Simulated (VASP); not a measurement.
# Au (Fm-3m) in VASP: further runs

Aim: see how the results for Au move with the level of theory and the settings. Levels: pbe exchange, lda correlation, r2SCAN50+D3(BJ). Tasks: single point.

Everything below comes from runs of VASP 6.6.1. Logs are shortened: lines on timing, memory, paths and dates and some standing lists are left out, and cuts for length are marked.

### 1 The cell of the first run

It takes space group Fm-3m (No. 225, cubic). Conventional cell: a = 4.070 Å, b = 4.070 Å, c = 4.070 Å, α = 90.00°, β = 90.00°, γ = 90.00°. Within 3.8 Å of Au (site symmetry m-3m) lie 12 Au at 2.88 Å.

### 2 Single point, pbe exchange, lda correlation, collinear spin, zero start

Input file INCAR:

```
SYSTEM = Au
PREC     = Accurate       ! precision mode
ENCUT    = 500            ! plane-wave cutoff, eV
EDIFF    = 1E-6           ! SCF threshold, eV
ISMEAR   = -1             ! smearing method
SIGMA    = 0.1            ! smearing width, eV
LREAL    = .False.        ! projectors in reciprocal space
LASPH    = .True.         ! aspherical terms in the spheres
NELM     = 200            ! most SCF steps
ALGO     = Normal         ! electronic algorithm
ISIF     = 2              ! what is computed and relaxed
LWAVE    = .False.        ! write WAVECAR
LCHARG   = .False.        ! write CHGCAR
ISPIN    = 2              ! spin polarisation
MAGMOM   = 0              ! initial moments
LORBIT   = 11             ! projections on sites
LMAXMIX  = 4              ! l up to which the mixer works
GGA      = LIBXC          ! functional
LIBXC1   = GGA_X_PBE    
LIBXC2   = LDA_C_PW     
NBANDS   = 16             ! bands
GGA_COMPAT= .False.
```

Input file KPOINTS:

```
Automatic mesh
0
Gamma
  11 11 11
  0 0 0
```

Input file POSCAR:

```
Au
1.0
    0.0000000000      2.0350000000      2.0350000000
    2.0350000000      0.0000000000      2.0350000000
    2.0350000000      2.0350000000      0.0000000000
Au
1
Direct
    0.0000000000      0.0000000000      0.0000000000
```

Potentials or basis: VASP PAW PBE potentials, release 64 (Au).

The run is started by

```
> cat potpaw_PBE.64/Au/POTCAR > POTCAR
> mpirun -np 1 vasp_std > vasp.out
```

OUTCAR:

```text
SYSTEM = Au
   PREC = Accurate
   ENCUT = 500
   EDIFF = 1E-6
   ISMEAR = -1
   LREAL = .False.
   LASPH = .True.
   NELM = 200
   ISIF = 2
   ISPIN = 2
   LORBIT = 11
   GGA = LIBXC

 ion  position               nearest neighbor table
   1  0.000  0.000  0.000-

  LATTYP: Found a face centered cubic cell.
 ALAT       =     4.0700000000

  Lattice vectors:

 A1 = (   0.0000000000,   2.0350000000,   2.0350000000)
 A2 = (   2.0350000000,   0.0000000000,   2.0350000000)
 A3 = (   2.0350000000,   2.0350000000,   0.0000000000)

Analysis of symmetry for initial positions (statically):
=====================================================================
 Subroutine PRICEL returns:
 Original cell was already a primitive cell.

 Routine SETGRP: Setting up the symmetry group for a
 face centered cubic supercell.

 Subroutine GETGRP returns: Found 48 space group operations
 (whereof 48 operations were pure point group operations)
 out of a pool of 48 trial point group operations.

The static configuration has the point symmetry O_h .

Analysis of symmetry for dynamics (positions and initial velocities):
=====================================================================
 Subroutine PRICEL returns:
 Original cell was already a primitive cell.

 Routine SETGRP: Setting up the symmetry group for a
 face centered cubic supercell.

 Subroutine GETGRP returns: Found 48 space group operations
 (whereof 48 operations were pure point group operations)
 out of a pool of 48 trial point group operations.

The dynamic configuration has the point symmetry O_h .

Analysis of structural, dynamic, and magnetic symmetry:
=====================================================================
 Subroutine PRICEL returns:
 Original cell was already a primitive cell.

 Routine SETGRP: Setting up the symmetry group for a
 face centered cubic supercell.

 Subroutine GETGRP returns: Found 48 space group operations
 (whereof 48 operations were pure point group operations)
 out of a pool of 48 trial point group operations.

The overall configuration has the point symmetry O_h .

 Subroutine INISYM returns: Found 48 space group operations
 (whereof 48 operations are pure point group operations),
 and found     1 'primitive' translations

----------------------------------------------------------------------------------------

                                     Primitive cell

  volume of cell :      16.8548

[... 101 lines left out ...]
   ISMEAR =    -1;   SIGMA  =   0.10  broadening in eV -4-tet -1-fermi 0-gaus
   EFERMI_NEDOS =   21; number of points for ismear=-14 and -15
   IALGO  =     38    algorithm
   IMIX   =      4    mixing-type and parameters
     AMIX     =   0.40;   BMIX     =  1.00
     AMIX_MAG =   1.60;   BMIX_MAG =  1.00
  volume/ion in A,a.u.               =      16.85       113.74
  Fermi-wavevector in a.u.,A,eV,Ry     =   1.420032  2.683470 27.436005  2.016489
  Thomas-Fermi vector in A             =   2.540990
   LORBIT       =     11    0 simple, 1 ext, 2 COOP (PROOUT), +10 PAW based schemes
   GGA     = LIBXC    functional components
   LHFCALC =     F    Hartree Fock is set to
   AEXX    =    0.0000 exact exchange contribution
   IVDW    =     0    specifies the selected vdW correction
   LEPSILON=     F    determine dielectric tensor
   LRPA    =     F    only Hartree local field effects (RPA)
 spin polarized calculation
  energy-cutoff  :      500.00
  volume of cell :       16.85
 maximum number of plane-waves:       440
 NGX is ok and might be reduce to    24
   NGX = 11   NGY = 11   NGZ = 11

 number of electron      10.9999999 magnetization      -0.0000012

 number of electron      10.9999999 magnetization       0.0000009

 Free energy of the ion-electron system (eV)
  ---------------------------------------------------
  ext. energy  EPLUGINS =         0.00000000
  ---------------------------------------------------
  free energy    TOTEN  =        -1.77871218 eV

  energy without entropy =       -1.77287421  energy(sigma->0) =       -1.77579319

 E-fermi :   9.8979     XC(G=0): -12.4956

 val. band max:        9.7178653003   @ k =   0.4545   0.3636   0.0000
 cond. band min:      10.0715553201   @ k =  -0.4545   0.0909   0.0000
 fundamental gap:      0.3536900198
 Fermi energy:         9.8979439612

 spin component 1

 k-point     1 :       0.0000    0.0000    0.0000
  band No.  band energies     occupation
      1      -0.0394      1.00000
      2       4.9336      1.00000
      3       4.9336      1.00000
      4       4.9336      1.00000
      5       6.4459      1.00000
      6       6.4459      1.00000
[... 435 lines left out ...]
      5       5.8484      1.00000
      6       7.6902      1.00000
[... 8 lines left out ...]
     15      40.8555      0.00000
     16      42.5987      0.00000

 [... further k-points ...]

 spin component 2

 k-point     1 :       0.0000    0.0000    0.0000
  band No.  band energies     occupation
      1      -0.0394      1.00000
      2       4.9336      1.00000
      3       4.9336      1.00000
      4       4.9336      1.00000
      5       6.4459      1.00000
      6       6.4459      1.00000
[... 435 lines left out ...]
      5       5.8484      1.00000
      6       7.6902      1.00000
[... 8 lines left out ...]
     15      40.8555      0.00000
     16      42.5987      0.00000

 [... further k-points ...]

------------------------ aborting loop because EDIFF is reached ----------------------------------------

  FORCE on cell =-STRESS in cart. coord.  units (eV):
  Direction    XX          YY          ZZ          XY          YZ          ZX
  --------------------------------------------------------------------------------------
  -------------------------------------------------------------------------------------
  Total        2.9168921      2.9168921      2.9168921      0.0000000      0.0000000      0.0000000
  in kB      277.2730827    277.2730827    277.2730827      0.0000000      0.0000000      0.0000000
  external PRESSURE =     277.2730827 kB  Pullay stress =       0.0000000 kB

 VOLUME and BASIS-vectors are now :
 -----------------------------------------------------------------------------
  energy-cutoff  :      500.00
  volume of cell :       16.85
      direct lattice vectors                 reciprocal lattice vectors
     0.000000000  2.035000000  2.035000000    -0.245700246  0.245700246  0.245700246
     2.035000000  0.000000000  2.035000000     0.245700246 -0.245700246  0.245700246
     2.035000000  2.035000000  0.000000000     0.245700246  0.245700246 -0.245700246

 POSITION                                       TOTAL-FORCE (eV/Angst)
 -----------------------------------------------------------------------------------
      0.00000      0.00000      0.00000         0.000000     -0.000000      0.000000
 -----------------------------------------------------------------------------------
    total drift:                               -0.000000      0.000000     -0.000000

  FREE ENERGIE OF THE ION-ELECTRON SYSTEM (eV)
  ---------------------------------------------------
  free  energy   TOTEN  =        -1.7787121766 eV

  energy  without entropy=       -1.7728742083  energy(sigma->0) =       -1.77579319

 total charge

# of ion       s       p       d       tot
------------------------------------------
    1        0.554   0.352   8.828   9.734

 magnetization (x)

# of ion       s       p       d       tot
------------------------------------------
    1       -0.000  -0.000  -0.000  -0.000
```

OSZICAR:

```text
N       E                     dE             d eps       ncg     rms          rms(c)
DAV:   1     0.555521510942E+02    0.55552E+02   -0.51122E+03  3624   0.592E+02
DAV:   2    -0.102734739862E+01   -0.56579E+02   -0.53516E+02  4872   0.166E+02
DAV:   3    -0.191958261240E+01   -0.89224E+00   -0.89177E+00  4560   0.192E+01
DAV:   4    -0.192284317469E+01   -0.32606E-02   -0.32605E-02  4664   0.129E+00
DAV:   5    -0.192286677066E+01   -0.23596E-04   -0.23597E-04  4544   0.100E-01    0.922E+00
DAV:   6    -0.179488011669E+01    0.12799E+00   -0.26246E-01  4888   0.341E+00    0.593E+00
DAV:   7    -0.178033898737E+01    0.14541E-01   -0.39653E-02  5056   0.135E+00    0.229E+00
DAV:   8    -0.177870276652E+01    0.16362E-02   -0.19967E-03  3848   0.321E-01    0.145E-01
DAV:   9    -0.177870593429E+01   -0.31678E-05   -0.10107E-05  5048   0.239E-02    0.377E-02
DAV:  10    -0.177871215076E+01   -0.62165E-05   -0.54958E-06  4088   0.183E-02    0.147E-03
DAV:  11    -0.177871217661E+01   -0.25846E-07   -0.59976E-08  3048   0.165E-03
   1 F= -.17787122E+01 E0= -.17757932E+01  d E =-.583797E-02  mag=    -0.0000
```

stdout:

```text
POSCAR found type information on POSCAR Au
 POSCAR found :  1 types and       1 ions
 scaLAPACK will be used
 -----------------------------------------------------------------------------
|                                                                             |
|                                                                             |
|     You enforced a specific xc type in the INCAR file but a different       |
|     I HOPE YOU KNOW WHAT YOU ARE DOING!                                     |
|                                                                             |
 -----------------------------------------------------------------------------

 LDA part: xc-table for (None,None), standard interpolation
 POSCAR, INCAR and KPOINTS ok, starting setup
 FFT: planning ... GRIDC
 FFT: planning ... GRID_SOFT
 FFT: planning ... GRID
 WAVECAR not read
 entering main loop
```

Wall time 14 s (1 thread of Intel Xeon Platinum 8488C (Sapphire Rapids), shared host); peak memory 0.16 GiB.

What came out:

```
Free energy                                           : -1.7787 eV
Pressure                                              : 27.7 GPa
Net moment                                            : 0.00 μB per cell
Valence electrons inside the program's atomic spheres : Au 9.73
```

Levels at points of the mesh, in eV from the Fermi level:
Spin up:
```
           k point  band 3  band 4  band 5  band 6  band 7  band 8  band 9  band 10
(0.00, 0.00, 0.00)   -4.96   -4.96   -3.45   -3.45   14.76   18.64   18.64    18.64
```
Spin down:
| k point | band 2 | band 3 | band 4 | band 5 | band 6 | band 7 | band 8 | band 9 | band 10 | band 11 |
| --- | --- | --- | --- | --- | --- | --- | --- | --- | --- | --- |
| (0.00, 0.00, 0.00) | -4.96 | -4.96 | -4.96 | -3.45 | -3.45 | 14.76 | 18.64 | 18.64 | 18.64 | 24.11 |

Caveat: the cell stands under pressure; the PAW data sets were made with another functional, which shifts forces and pressure a little; spin-orbit coupling is left out, which moves the levels of the heavy elements.

### 3 Single point, r2SCAN50+D3(BJ) (14.83 Å³/atom)

This run uses another cell than the first one, of 14.83 Å³/atom.

Input file POSCAR:

```
Au
1.0
    0.0000000000      1.9501078800      1.9501078800
    1.9501078800      0.0000000000      1.9501078800
    1.9501078800      1.9501078800      0.0000000000
Au
1
Direct
    0.0000000000      0.0000000000      0.0000000000
```

Input file INCAR.step1:

```
SYSTEM = Au
PREC = Accurate ; ENCUT = 440
EDIFF = 1E-5 ; ISMEAR = -1
SIGMA = 0.05 ; LREAL = .False.
LASPH = .True. ; NELM = 120
ALGO = Normal ; ISIF = 2
LWAVE = .True. ; LCHARG = .False.
NBANDS = 12 ; GGA = PE
GGA_COMPAT = .False.
```

Input file INCAR.step2:

```
SYSTEM = Au
PREC = Accurate ; ENCUT = 440
EDIFF = 1E-6 ; ISMEAR = -1
SIGMA = 0.05 ; LREAL = .False.
LASPH = .True. ; NELM = 120
ALGO = Normal ; ISIF = 2
LWAVE = .False. ; LCHARG = .False.
METAGGA = R2SCAN ; LHFCALC = .True.
AEXX = 0.5 ; LMIXTAU = .True.
PRECFOCK = Normal ; IVDW = 12
VDW_S6 = 1.0 ; VDW_S8 = 1.3294
VDW_A1 = 0.4311 ; VDW_A2 = 5.924
NBANDS = 12 ; ISTART = 1
GGA_COMPAT = .False.
```

Input file KPOINTS:

```
regular mesh
0
Gamma
  5 5 5
  0 0 0
```

Potentials or basis: VASP PAW PBE potentials, release 64 (Au).

The run is started by

```
> cat potpaw_PBE.64/Au/POTCAR > POTCAR
> cp INCAR.step1 INCAR
> mpirun -np 1 vasp_std > vasp.out
> cp INCAR.step2 INCAR
> mpirun -np 1 vasp_std > vasp.out
```

OUTCAR:

```text
SYSTEM = Au
   PREC = Accurate
   ENCUT = 440
   EDIFF = 1E-6
   ISMEAR = -1
   LREAL = .False.
   LASPH = .True.
   NELM = 120
   ISIF = 2
   METAGGA = R2SCAN
   LHFCALC = .True.
   AEXX = 0.5
   PRECFOCK = Normal
   IVDW = 12
   ISTART = 1
 IVDW          = 12

 ion  position               nearest neighbor table
   1  0.000  0.000  0.000-

  LATTYP: Found a face centered cubic cell.
 ALAT       =     3.9002157600

  Lattice vectors:

 A1 = (   0.0000000000,   1.9501078800,   1.9501078800)
 A2 = (   1.9501078800,   0.0000000000,   1.9501078800)
 A3 = (   1.9501078800,   1.9501078800,   0.0000000000)

Analysis of symmetry for initial positions (statically):
=====================================================================
 Subroutine PRICEL returns:
 Original cell was already a primitive cell.

 Routine SETGRP: Setting up the symmetry group for a
 face centered cubic supercell.

 Subroutine GETGRP returns: Found 48 space group operations
 (whereof 48 operations were pure point group operations)
 out of a pool of 48 trial point group operations.

The static configuration has the point symmetry O_h .

[... 158 lines left out ...]
  band No.  band energies     occupation
      1      -3.2618      2.00000
      2       2.5942      2.00000
      3       2.5942      2.00000
      4       2.5942      2.00000
      5       4.7101      2.00000
      6       4.7101      2.00000
      7      28.8550      0.00000
      8      34.1462      0.00000
      9      34.1462      0.00000
     10      34.1462      0.00000
     11      39.5181      0.00000
     12      46.8592      0.00000
[... 121 lines left out ...]
 k-point    10 :      -0.4000    0.4000    0.2000
  band No.  band energies     occupation
      1       0.9470      2.00000
      2       1.3152      2.00000
      3       2.4915      2.00000
      4       5.0041      2.00000
      5       6.5635      2.00000
      6      15.2501      0.00000
      7      22.0981      0.00000
      8      23.1930      0.00000
      9      26.8019      0.00000
     10      37.4773      0.00000
     11      38.0767      0.00000
     12      43.7547      0.00000

------------------------ aborting loop because EDIFF is reached ----------------------------------------

 Edisp (eV)   -0.53300

 E8    (eV) :    -0.2686

  FORCE on cell =-STRESS in cart. coord.  units (eV):
  Direction    XX          YY          ZZ          XY          YZ          ZX
  --------------------------------------------------------------------------------------
  -------------------------------------------------------------------------------------
  Total       2.77902     2.77902     2.77902    -0.00000    -0.00000     0.00000
  in kB     300.19052   300.19052   300.19052    -0.00000    -0.00000     0.00000
  external pressure =      300.19 kB  Pullay stress =        0.00 kB

 VOLUME and BASIS-vectors are now :
 -----------------------------------------------------------------------------
  energy-cutoff  :      440.00
  volume of cell :       14.83
      direct lattice vectors                 reciprocal lattice vectors
     0.000000000  1.950107880  1.950107880    -0.256396072  0.256396072  0.256396072
     1.950107880  0.000000000  1.950107880     0.256396072 -0.256396072  0.256396072
     1.950107880  1.950107880  0.000000000     0.256396072  0.256396072 -0.256396072

 POSITION                                       TOTAL-FORCE (eV/Angst)
 -----------------------------------------------------------------------------------
      0.00000      0.00000      0.00000        -0.000000     -0.000000      0.000000
 -----------------------------------------------------------------------------------
    total drift:                                0.000000     -0.000000      0.000000

  FREE ENERGIE OF THE ION-ELECTRON SYSTEM (eV)
  ---------------------------------------------------
  free  energy   TOTEN  =       -29.0828818948 eV

  energy  without entropy=      -29.0796217671  energy(sigma->0) =      -29.08125183
```

OUTCAR.step1:

```text
SYSTEM = Au
   PREC = Accurate
   ENCUT = 440
   EDIFF = 1E-5
   ISMEAR = -1
   LREAL = .False.
[... 350 lines left out ...]
 -----------------------------------------------------------------------------------
      0.00000      0.00000      0.00000        -0.000000      0.000000     -0.000000
 -----------------------------------------------------------------------------------
    total drift:                                0.000000     -0.000000     -0.000000

  FREE ENERGIE OF THE ION-ELECTRON SYSTEM (eV)
  ---------------------------------------------------
  free  energy   TOTEN  =        -2.9806674527 eV

  energy  without entropy=       -2.9732632001  energy(sigma->0) =       -2.97696533
```

Wall time 2 min (1 thread of Intel Xeon Platinum 8488C (Sapphire Rapids), shared host); peak memory 0.15 GiB.

What came out:

| Item | Value |
| --- | --- |
| Free energy | -29.0829 eV |
| Pressure | 30.0 GPa |
| Band gap on the k mesh | zero (an odd number of electrons rules out a gap without spin polarisation) |
| Dispersion energy per atom | -0.533 eV |

Levels at points of the mesh, in eV from the Fermi level:
| k point | band 4 | band 5 | band 6 | band 7 | band 8 | band 9 |
| --- | --- | --- | --- | --- | --- | --- |
| (0.00, 0.00, 0.00) | -6.90 | -4.78 | -4.78 | 19.36 | 24.66 | 24.66 |

Caveat: the k points lie up to 0.56 Å⁻¹ apart, too coarse for converged energies and pressures of a metal; three body term missing; the PAW data sets were made with another functional, which shifts forces and pressure a little; spin-orbit coupling is left out, which moves the levels of the heavy elements.
